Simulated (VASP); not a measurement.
# Mg3Zn5O8 (P1) in VASP: single point with PBEsol

Aim: the single point of Mg3Zn5O8 with PBEsol.

Program: VASP 6.6.1. These are calculated values, not measurements. Logs are shortened: lines on timing, memory, paths and dates and some standing lists are left out, and cuts for length are marked.

## Step 1: The cell of the first run

The typed cell holds 96 atoms: a = 9.744 Å, b = 11.247 Å, c = 10.351 Å, α = 90.00°, β = 90.00°, γ = 90.00°.

## Step 2: Single point, PBEsol

INCAR reads:

```
ALGO = Normal
EDIFF = 1E-6
ENCUT = 600
GGA = PS
GGA_COMPAT = F
ISIF = 2
ISMEAR = -1
ISYM = 0
LASPH = T
LCHARG = F
LREAL = Auto
LWAVE = F
NBANDS = 396
NCORE = 4
NELM = 120
PREC = Accurate
SIGMA = 0.05
```

KPOINTS reads:

```
Automatic mesh
0
Gamma
  1 1 1
  0.25 0.25 0.25
```

POSCAR reads:

```
Mg3Zn5O8
1.0
    9.7439198964      0.0000000000      0.0000000000
    0.0000000000     11.2465920807      0.0000000000
    0.0000000000      0.0000000000     10.3511540924
Zn Mg O
30 18 48
Direct
    0.1655020000      0.0831830000      0.2475730000
    0.1659170000      0.0820250000      0.7482090000
    0.5016720000      0.0836500000      0.2488670000
    0.5028260000      0.0834050000      0.7486170000
    0.3317550000      0.3333460000      0.2489580000
    0.3329820000      0.3333440000      0.7490060000
    0.1661320000      0.5833300000      0.7495380000
    0.9986890000      0.8340080000      0.2492950000
    0.8318610000      0.0838400000      0.7494550000
    0.4978300000      0.5840880000      0.2480280000
    0.4975480000      0.5826330000      0.7474240000
    0.8327800000      0.5828070000      0.2487210000
    0.8347510000      0.5825020000      0.7481420000
    0.6684110000      0.8330930000      0.2486160000
    0.6660680000      0.8330660000      0.7485820000
    0.9991210000      0.1655140000      0.4984960000
    0.0003040000      0.1669890000      0.9984910000
    0.9995480000      0.6678400000      0.9992830000
    0.6670350000      0.1674630000      0.0007900000
    0.4990740000      0.4162170000      0.4970980000
    0.4971780000      0.4166810000      0.9981470000
    0.3310560000      0.6658700000      0.4980350000
    0.3335470000      0.6681440000      0.9981280000
    0.1661540000      0.9174110000      0.4984580000
    0.1649720000      0.9157630000      0.9986210000
    0.8326930000      0.4163770000      0.4985580000
    0.8346290000      0.4165560000      0.9998360000
    0.5014280000      0.9170280000      0.4975650000
    0.5026140000      0.9165440000      0.9981690000
    0.8329600000      0.9181910000      0.4994470000
    0.0009000000      0.3329160000      0.2489570000
    0.9993310000      0.3329540000      0.7483440000
    0.1691290000      0.5834300000      0.2465300000
    0.0005800000      0.8326440000      0.7468460000
    0.8345040000      0.0809130000      0.2472280000
    0.6646030000      0.3358830000      0.2474190000
    0.6652650000      0.3345600000      0.7497000000
    0.3349260000      0.8350980000      0.2479410000
    0.3346880000      0.8345310000      0.7474960000
    0.3337590000      0.1648620000      0.4979230000
    0.3345950000      0.1649860000      0.9977580000
    0.1690140000      0.4175330000      0.4994950000
    0.1678230000      0.4168140000      0.9981820000
    0.0006790000      0.6652030000      0.4965280000
    0.6680250000      0.1657420000      0.4984860000
    0.6654690000      0.6654980000      0.4981350000
    0.6653820000      0.6650480000      0.9974030000
    0.8332480000      0.9158290000      0.9967530000
    0.9994740000      0.1667200000      0.1899300000
    0.9995020000      0.1661270000      0.6900620000
    0.3337790000      0.1659770000      0.1894180000
    0.3337430000      0.1658190000      0.6898490000
    0.1659580000      0.4169200000      0.1892480000
    0.1660190000      0.4164980000      0.6907280000
    0.0003740000      0.6666410000      0.1914410000
    0.0002460000      0.6663520000      0.6875150000
    0.6684380000      0.1679510000      0.1924610000
    0.6673250000      0.1684870000      0.6890910000
    0.4976740000      0.4175270000      0.1894510000
    0.4989870000      0.4163240000      0.6889580000
    0.3334800000      0.6690230000      0.1891840000
    0.3320910000      0.6675010000      0.6896300000
    0.1664400000      0.9161770000      0.1899800000
    0.1671690000      0.9158500000      0.6895940000
    0.8337590000      0.4160480000      0.1908920000
    0.8326140000      0.4157730000      0.6903700000
    0.6660520000      0.6660210000      0.1891220000
    0.6662200000      0.6657480000      0.6897830000
    0.5018690000      0.9172620000      0.1896440000
    0.5010380000      0.9170860000      0.6890410000
    0.8336030000      0.9157010000      0.1872060000
    0.8332470000      0.9167560000      0.6914340000
    0.1664050000      0.0834040000      0.4391740000
    0.1666960000      0.0828560000      0.9398400000
    0.0014230000      0.3335930000      0.4408680000
    0.0009700000      0.3336450000      0.9395360000
    0.5009900000      0.0833900000      0.4401800000
    0.5018850000      0.0832060000      0.9398350000
    0.3329350000      0.3316080000      0.4402790000
    0.3325460000      0.3315940000      0.9400340000
    0.1662380000      0.5825070000      0.4371690000
    0.1664190000      0.5839880000      0.9414920000
    0.9992860000      0.8330560000      0.4413890000
    0.9994840000      0.8330930000      0.9374530000
    0.8333910000      0.0831390000      0.4378670000
    0.8330940000      0.0834700000      0.9414250000
    0.6662450000      0.3326100000      0.4390310000
    0.6661110000      0.3342930000      0.9411350000
    0.4985370000      0.5832320000      0.4395340000
    0.4985370000      0.5828930000      0.9387760000
    0.3335900000      0.8335530000      0.4395100000
    0.3339800000      0.8348670000      0.9391100000
    0.8326880000      0.5831810000      0.4401450000
    0.8335940000      0.5832020000      0.9398950000
    0.6676010000      0.8325300000      0.4399440000
    0.6672980000      0.8316030000      0.9396950000
```

Potentials or basis: VASP PAW PBE potentials, release 64 (Zn, Mg, O).

Launch:

```
$ cat potpaw_PBE.64/Zn/POTCAR potpaw_PBE.64/Mg/POTCAR potpaw_PBE.64/O/POTCAR > POTCAR
$ mpirun -np 4 vasp_std > vasp.out
```

OUTCAR:

```text
EDIFF = 1E-6
   ENCUT = 600
   GGA = PS
   ISIF = 2
   ISMEAR = -1
   ISYM = 0
   LASPH = T
   LREAL = Auto
   NELM = 120
   PREC = Accurate

 ion  position               nearest neighbor table
   1  0.166  0.083  0.248-  49 1.96  63 1.97  51 1.98  73 1.98  40 3.20  41 3.20  35 3.23  31 3.23
                            38 3.24
   2  0.166  0.082  0.748-  64 1.96  50 1.97  52 1.98  74 1.98  41 3.20  40 3.20  39 3.23  34 3.23
                            32 3.26
   3  0.502  0.084  0.249-  69 1.97  57 1.97  51 1.98  77 1.98  45 3.19  40 3.19  41 3.20  38 3.23
                            35 3.24  36 3.25
   4  0.503  0.083  0.749-  58 1.97  70 1.97  78 1.98  52 1.99  45 3.19  41 3.19  40 3.21  37 3.24
                            39 3.24
   5  0.332  0.333  0.249-  53 1.97  59 1.97  79 1.98  51 1.98  42 3.18  43 3.19  40 3.20  41 3.22
                            31 3.22  33 3.23  36 3.24
   6  0.333  0.333  0.749-  60 1.97  54 1.97  80 1.98  52 1.98  42 3.18  43 3.18  41 3.20  40 3.22
                            37 3.24  32 3.25
   7  0.166  0.583  0.750-  54 1.97  62 1.97  56 1.97  82 1.99  43 3.18  42 3.19  44 3.21  34 3.23
                            32 3.25  39 3.27
   8  0.999  0.834  0.249-  71 1.96  55 1.98  63 1.98  83 1.99  44 3.19  35 3.20  48 3.21  33 3.27
                            38 3.28
   9  0.832  0.084  0.749-  58 1.97  72 1.97  50 1.98  86 1.99  48 3.18  45 3.19  32 3.24  37 3.25
[... 19 lines left out ...]
  19  0.667  0.167  0.001-  78 1.97  86 1.97  88 1.98  57 1.98  36 3.18  35 3.18  37 3.21  41 3.24
                            48 3.26
  20  0.499  0.416  0.497-  79 1.97  89 1.97  87 1.97  60 1.99  36 3.18  37 3.21  42 3.22  46 3.24
                            40 3.25  45 3.26
  21  0.497  0.417  0.998-  80 1.96  90 1.97  88 1.98  59 1.98  36 3.19  37 3.19  43 3.21  47 3.24
                            41 3.24
  22  0.331  0.666  0.498-  81 1.96  89 1.97  91 1.98  62 1.98  33 3.18  39 3.20  42 3.21  38 3.21
                            44 3.22  46 3.26
  23  0.334  0.668  0.998-  90 1.97  92 1.97  82 1.97  61 1.98  33 3.18  38 3.20  39 3.20  47 3.23
                            43 3.26
  24  0.166  0.917  0.498-  73 1.97  83 1.97  64 1.98  91 1.98  34 3.18  39 3.20  38 3.21  40 3.23
                            44 3.26
  25  0.165  0.916  0.999-  84 1.97  74 1.98  92 1.98  63 1.98  38 3.20  34 3.20  39 3.21  48 3.23
                            41 3.25
  26  0.833  0.416  0.499-  93 1.97  87 1.97  75 1.98  66 1.99  32 3.19  31 3.20  36 3.20  37 3.20
                            46 3.24  44 3.24  45 3.24  42 3.28
  27  0.835  0.417  1.000-  76 1.97  94 1.97  65 1.98  88 1.98  36 3.18  31 3.19  32 3.20  37 3.21
                            47 3.25  43 3.25
  28  0.501  0.917  0.498-  77 1.96  95 1.97  91 1.98  70 1.98  38 3.19  39 3.19  40 3.23  45 3.23
                            46 3.25
  29  0.503  0.917  0.998-  96 1.96  78 1.97  92 1.98  69 1.98  38 3.19  39 3.20  48 3.22  41 3.24
                            47 3.24
  30  0.833  0.918  0.499-  85 1.96  95 1.98  83 1.98  72 1.99  34 3.19  35 3.19  45 3.21  46 3.28
                            44 3.28
  31  0.001  0.333  0.249-  53 1.97  49 1.97  65 1.97  75 1.99  27 3.19  17 3.19  16 3.20  26 3.20
                            43 3.21  42 3.21   5 3.22   1 3.23  12 3.25  33 3.26  35 3.27  36 3.28
  32  0.999  0.333  0.748-  66 1.97  54 1.97  50 1.97  76 1.98  17 3.19  26 3.19  16 3.20  27 3.20
                            43 3.21  42 3.21  13 3.23   9 3.24   6 3.25   7 3.25  37 3.26   2 3.26
  33  0.169  0.583  0.247-  61 1.96  53 1.96  81 1.97  55 1.98  23 3.18  43 3.18  22 3.18  18 3.19
                            44 3.20  10 3.20  42 3.22   5 3.23  38 3.26  31 3.26   8 3.27  12 3.28
  34  0.001  0.833  0.747-  64 1.97  56 1.97  72 1.97  84 1.97  24 3.18  30 3.19  48 3.20  25 3.20
                            44 3.20  18 3.20   2 3.23   7 3.23  13 3.24  39 3.26  15 3.26   9 3.27
  35  0.835  0.081  0.247-  71 1.96  49 1.97  85 1.97  57 1.97  19 3.18  30 3.19  48 3.19  17 3.19
[... 73 lines left out ...]
  95  0.668  0.833  0.440-  28 1.97  46 1.97  30 1.98  14 1.98
  96  0.667  0.832  0.940-  29 1.96  48 1.96  47 1.97  15 1.98

IMPORTANT INFORMATION: All symmetrisations will be switched off!
[... 258 lines left out ...]
   LNONCOLLINEAR =      F non collinear calculations
   LSORBIT =      F    spin-orbit coupling
   LASPH  =      T    aspherical Exc in radial PAW
   ENCUT  =  600.0 eV  44.10 Ry    6.64 a.u.  19.46 22.46 20.67*2*pi/ulx,y,z
   NELM   =    120;   NELMIN=  2; NELMDL= -5     # of ELM steps
   EDIFF  = 0.1E-05   stopping-criterion for ELM
   LREAL  =      T    real-space projection
   EDIFFG = 0.1E-04   stopping-criterion for IOM
   NSW    =      0    number of steps for IOM
   IBRION =     -1    ionic relax: 0-MD 1-quasi-New 2-CG
   NFREE  =      0    steps in history (QN), initial steepest desc. (CG)
   ISIF   =      2    stress and relaxation
   ISYM   =      0    0-nonsym 1-usesym 2-fastsym
   POTIM  = 0.5000    time-step for ionic-motion
   TEBEG  =    0.0;   TEEND  =   0.0 temperature during run
   PSTRESS=    0.0 pullay stress
   NELECT =     684.0000    total number of electrons
   NUPDOWN=      -1.0000    fix difference up-down
   EMIN   =  10.00;   EMAX   =-10.00  energy-range for DOS
   EFERMI =   0.00;   METHOD = LEGACY
   ISMEAR =    -1;   SIGMA  =   0.05  broadening in eV -4-tet -1-fermi 0-gaus
   EFERMI_NEDOS =   21; number of points for ismear=-14 and -15
   IALGO  =     38    algorithm
   IMIX   =      4    mixing-type and parameters
     AMIX     =   0.40;   BMIX     =  1.00
     AMIX_MAG =   1.60;   BMIX_MAG =  1.00
  volume/ion in A,a.u.               =      11.82        79.74
  Fermi-wavevector in a.u.,A,eV,Ry     =   1.383075  2.613633 26.026535  1.912896
  Thomas-Fermi vector in A             =   2.507707
   LORBIT       =      0    0 simple, 1 ext, 2 COOP (PROOUT), +10 PAW based schemes
   GGA     = PS    functional components
   LHFCALC =     F    Hartree Fock is set to
   AEXX    =    0.0000 exact exchange contribution
   IVDW    =     0    specifies the selected vdW correction
   LEPSILON=     F    determine dielectric tensor
   LRPA    =     F    only Hartree local field effects (RPA)
 non-spin polarized calculation
  energy-cutoff  :      600.00
  volume of cell :     1134.34
 maximum number of plane-waves:     37852
 NGX is ok and might be reduce to    80
   NGX = 39   NGY = 45   NGZ = 41

 number of electron     684.0000170 magnetization

 Free energy of the ion-electron system (eV)
  ---------------------------------------------------
  ext. energy  EPLUGINS =         0.00000000
  ---------------------------------------------------
  free energy    TOTEN  =      -512.89566415 eV

  energy without entropy =     -512.89566415  energy(sigma->0) =     -512.89566415

 E-fermi :   2.2520     XC(G=0): -10.7486

 val. band max:        1.0223416218   @ k =  -0.2500   0.2500  -0.2500
 cond. band min:       3.5186646620   @ k =  -0.2500   0.2500  -0.2500
 fundamental gap:      2.4963230403
 Fermi energy:         2.2520385549

 k-point     1 :       0.2500    0.2500    0.2500
  band No.  band energies     occupation
      1     -16.2479      2.00000
      2     -16.1013      2.00000
      3     -16.0584      2.00000
      4     -16.0400      2.00000
      5     -15.9343      2.00000
      6     -15.9216      2.00000
[... 1417 lines left out ...]
    353       6.4574      0.00000
    354       6.5708      0.00000
 [bands above 354 left out]

------------------------ aborting loop because EDIFF is reached ----------------------------------------

  FORCE on cell =-STRESS in cart. coord.  units (eV):
  Direction    XX          YY          ZZ          XY          YZ          ZX
  --------------------------------------------------------------------------------------
  -------------------------------------------------------------------------------------
  Total        2.1522811      2.1236585      2.1690057     -0.0623032      0.4556591     -0.3203380
  in kB        3.0399480      2.9995205      3.0635703     -0.0879989      0.6435869     -0.4524552
  external PRESSURE =       3.0343463 kB  Pullay stress =       0.0000000 kB

 VOLUME and BASIS-vectors are now :
 -----------------------------------------------------------------------------
  energy-cutoff  :      600.00
  volume of cell :     1134.34
      direct lattice vectors                 reciprocal lattice vectors
     9.743919896  0.000000000  0.000000000     0.102628101  0.000000000  0.000000000
     0.000000000 11.246592081  0.000000000     0.000000000  0.088915824  0.000000000
     0.000000000  0.000000000 10.351154092     0.000000000  0.000000000  0.096607585

 POSITION                                       TOTAL-FORCE (eV/Angst)
 -----------------------------------------------------------------------------------
      1.61264      0.93553      2.56267         0.004061      0.002983     -0.000517
      1.61668      0.92250      7.74483         0.002920      0.004207     -0.002587
      4.88825      0.94078      2.57606        -0.001418      0.002084      0.002088
      4.89950      0.93802      7.74905        -0.004274      0.003647     -0.005096
      3.23259      3.74901      2.57700        -0.000860     -0.004204     -0.001650
      3.24455      3.74898      7.75308         0.000421     -0.003964     -0.002924
[... 88 lines left out ...]
      6.50505      9.36313      4.55393         0.005648     -0.066913      0.021718
      6.50210      9.35270      9.72693         0.057994     -0.035831      0.042727
 -----------------------------------------------------------------------------------
    total drift:                               -0.002050     -0.001532     -0.050806

  FREE ENERGIE OF THE ION-ELECTRON SYSTEM (eV)
  ---------------------------------------------------
  free  energy   TOTEN  =      -512.8956641468 eV

  energy  without entropy=     -512.8956641467  energy(sigma->0) =     -512.89566415
```

Run time: 16 min. Hardware: 4 MPI ranks of Intel Xeon 6975P-C (Granite Rapids), shared host; peak memory 0.64 GiB.

Results:

```
Free energy            : -512.8957 eV
Pressure               : 0.3 GPa
Largest force          : 0.080 eV/Å
Band gap on the k mesh : 2.50 eV
```

Forces in eV/Å, atoms in the order of the input:
```
Zn   0.004  0.003 -0.001
Zn   0.003  0.004 -0.003
Zn  -0.001  0.002  0.002
Zn  -0.004  0.004 -0.005
Zn  -0.001 -0.004 -0.002
Zn   0.000 -0.004 -0.003
Zn  -0.004  0.000 -0.002
Zn   0.003 -0.002  0.004
Zn   0.002  0.001 -0.001
Zn   0.002  0.001  0.000
Zn   0.004  0.005 -0.002
Zn   0.003  0.002 -0.002
Zn  -0.003  0.006 -0.003
Zn  -0.002 -0.003 -0.003
Zn   0.001 -0.004  0.000
Zn   0.000  0.007 -0.002
Zn   0.002  0.002  0.001
Zn  -0.003 -0.002  0.005
Zn  -0.002  0.003  0.002
Zn   0.000  0.001  0.002
Zn   0.002 -0.001 -0.002
Zn   0.000  0.004 -0.002
Zn   0.001 -0.001  0.000
Zn   0.003 -0.005 -0.004
Zn   0.003  0.001 -0.004
Zn   0.004 -0.001 -0.005
Zn   0.004 -0.001 -0.004
Zn  -0.001 -0.003  0.001
Zn  -0.002 -0.001 -0.002
Zn  -0.001 -0.005  0.001
Mg   0.001  0.000  0.001
Mg   0.001 -0.001  0.002
Mg  -0.002 -0.001  0.002
Mg   0.000  0.000  0.002
Mg  -0.002 -0.001  0.003
Mg   0.001 -0.004  0.004
Mg   0.002 -0.004  0.001
Mg  -0.002 -0.003  0.002
Mg  -0.001 -0.003  0.004
Mg  -0.004  0.002  0.003
Mg  -0.005  0.001  0.004
Mg  -0.005  0.000  0.001
Mg  -0.002  0.000  0.002
Mg  -0.003  0.000  0.003
Mg  -0.004  0.001  0.003
Mg  -0.002  0.000  0.004
Mg  -0.001  0.001  0.004
Mg  -0.003 -0.001  0.001
O   -0.057  0.034  0.041
O   -0.001  0.064  0.022
O   -0.003 -0.002 -0.063
O   -0.002 -0.003 -0.061
O   -0.056  0.031 -0.025
O   -0.057 -0.031 -0.044
O    0.052 -0.033  0.020
O   -0.001  0.061 -0.048
O    0.055  0.032  0.043
O    0.001  0.066 -0.044
O    0.054 -0.034  0.021
O    0.054 -0.031  0.019
O   -0.058  0.036  0.039
O   -0.002  0.067  0.020
O    0.054 -0.033  0.023
O   -0.001 -0.064  0.040
O   -0.002 -0.062  0.042
O    0.000 -0.063  0.041
O   -0.001  0.000 -0.064
O    0.000 -0.001 -0.062
O   -0.054 -0.032  0.019
O   -0.056 -0.031  0.018
O   -0.001  0.065 -0.045
O    0.054 -0.032  0.020
O    0.055  0.032  0.021
O    0.055  0.031  0.023
O    0.054  0.030 -0.038
O    0.053  0.029 -0.043
O    0.001  0.065  0.042
O   -0.053  0.032  0.023
O   -0.053 -0.035  0.044
O   -0.054 -0.035  0.043
O   -0.054 -0.030 -0.021
O    0.003 -0.063  0.022
O    0.002 -0.061  0.022
O   -0.052  0.034 -0.049
O   -0.053  0.034 -0.044
O    0.005 -0.063  0.021
O    0.004 -0.061 -0.042
O    0.003  0.002 -0.059
O    0.056  0.031  0.022
O    0.055  0.032  0.020
O    0.000  0.001 -0.061
O    0.001  0.004 -0.061
O    0.002  0.063  0.042
O   -0.052  0.032  0.022
O    0.006 -0.067  0.022
O    0.058 -0.036  0.043
```

Caveat: the PAW data sets were made with another functional, which shifts forces and pressure a little; a shifted mesh leaves out Γ, where band edges can lie. A k mesh can miss the band edges.
